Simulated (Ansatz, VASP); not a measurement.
Ga3Sb: VASP beside Ansatz

The input INCAR:

```
SYSTEM = Ga3Sb
ALGO = Fast ; EDIFF = 1E-7
ENCUT = 520 ; GGA = PE
ISIF = 2 ; ISMEAR = 0
LASPH = .True. ; LCHARG = .True.
LELF = .True. ; LREAL = .False.
LVHAR = .True. ; LWAVE = .False.
NBANDS = 30 ; NELM = 60
PREC = Accurate ; SIGMA = 0.15
```

Contents of KPOINTS:

```
k-points
0
Gamma
  14 14 14
  0 0 0
```

POSCAR

```
Ga3Sb
1.0
   -2.2428095908      2.2428095908      4.2203249441
    2.2428095908     -2.2428095908      4.2203249441
    2.3285220592      2.3285220592     -4.2203249441
Ga Sb
3 1
Direct
    0.7500000000      0.2500000000      0.5000000000
    0.2500000000      0.7500000000      0.5000000000
    0.5000000000      0.5000000000      0.0000000000
    0.0000000000      0.0000000000      0.0000000000
```

Input for Ansatz:

```yaml
crystal:
  lattice:
    - [-2.2428095908, 2.2428095908, 4.2203249441]
    - [2.2428095908, -2.2428095908, 4.2203249441]
    - [2.3285220592, 2.3285220592, -4.2203249441]
  atoms:
    - { symbol: Ga, position: [0.75, 0.25, 0.5] }
    - { symbol: Ga, position: [0.25, 0.75, 0.5] }
    - { symbol: Ga, position: [0.5, 0.5, 0.0] }
    - { symbol: Sb, position: [0.0, 0.0, 0.0] }
basis:
  ecutwfc: 420
kpoints:
  mp_grid: { grid: [14, 14, 14] }
hamiltonian:
  xc: pbe
scf:
  occupations: { method: gaussian, width: 0.15 }
output:
  forces: true
  stress: true
  eigenvalues: true
```

Change from the starting cell: strain +0.0375 x Voigt [0, 0, 0, 0, 0, 1], atoms carried along.

Alike in both runs: task single point; functional PBE; k mesh 14 × 14 × 14; occupations gaussian, width 0.15 eV; no spin polarisation.

|  | VASP | Ansatz |
| --- | --- | --- |
| version | VASP 6.6.1 | Ansatz 0.2.0 |
| potentials or method | VASP PAW PBE potentials, release 64 (Ga_d, Sb), cutoff 520 eV | scalar-relativistic, plane waves, PAW |
| valence electrons in the cell | 44 | 54 |

|  | VASP | Ansatz | Ansatz less VASP |
| --- | --- | --- | --- |
| gap on the k mesh at the Fermi level (eV) | none | none | - |
| pressure (GPa) | 0.1 | 0.0 | -0.02 |
| traceless stress, the component that is largest in VASP (GPa) | -0.47 | -0.47 | +0.003 |

A gap of «none» marks a metal or a gap that the smearing closes. With one functional, cell and mesh, what is left measures potentials, basis and numerics. VASP's potentials hold 44 valence electrons a cell and Ansatz's 54, so a difference there can come from the potentials and not from the codes.

Spin-orbit coupling is off throughout.
